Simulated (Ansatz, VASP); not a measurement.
# Two plane-wave programs on TiO2

```
Ti O
1.0
     4.54535    0.00000    0.00000
     0.00000    5.51962    0.00000
     0.00000    0.00000    4.90920
Ti O
4 8
Direct
  0.00000 0.17299 0.75000
  0.50000 0.32701 0.25000
  0.00000 0.82701 0.25000
  0.50000 0.67299 0.75000
  0.27145 0.38172 0.91865
  0.77145 0.11828 0.08135
  0.22855 0.11828 0.41865
  0.72855 0.38172 0.58135
  0.27145 0.61828 0.41865
  0.77145 0.88172 0.58135
  0.22855 0.88172 0.91865
  0.72855 0.61828 0.08135
```

Alike in both runs: functional PBEsol; k mesh 6 × 5 × 6; occupations fermi-dirac, width 0.05 eV; no spin polarisation.

```csv
,VASP,Ansatz
version,VASP 6.6.1,Ansatz 0.2.0
potentials or method,"VASP PAW PBE potentials, release 64 (Ti_sv, O)",Ansatz PAW
plane-wave cutoff (eV),520,420
valence electrons in the cell,96,96
task,single point,band structure
```

|  | VASP | Ansatz | Ansatz less VASP |
| --- | --- | --- | --- |
| gap on the k mesh at the Fermi level (eV) | 2.56 | 2.59 | +0.022 |
| least direct gap on the mesh (eV) | 2.63 | 2.65 | +0.025 |
| pressure (GPa) | -2.4 | -3.1 | -0.73 |
| traceless stress, the component that is largest in VASP (GPa) | -0.31 | -0.38 | -0.078 |
| rms of the force components (eV/Å) | 0.029 | 0.043 | +0.0142 |

VASP's potentials were made for PBE, not for PBEsol. Atom by atom the forces differ by 0.015 eV/Å (rms over components).
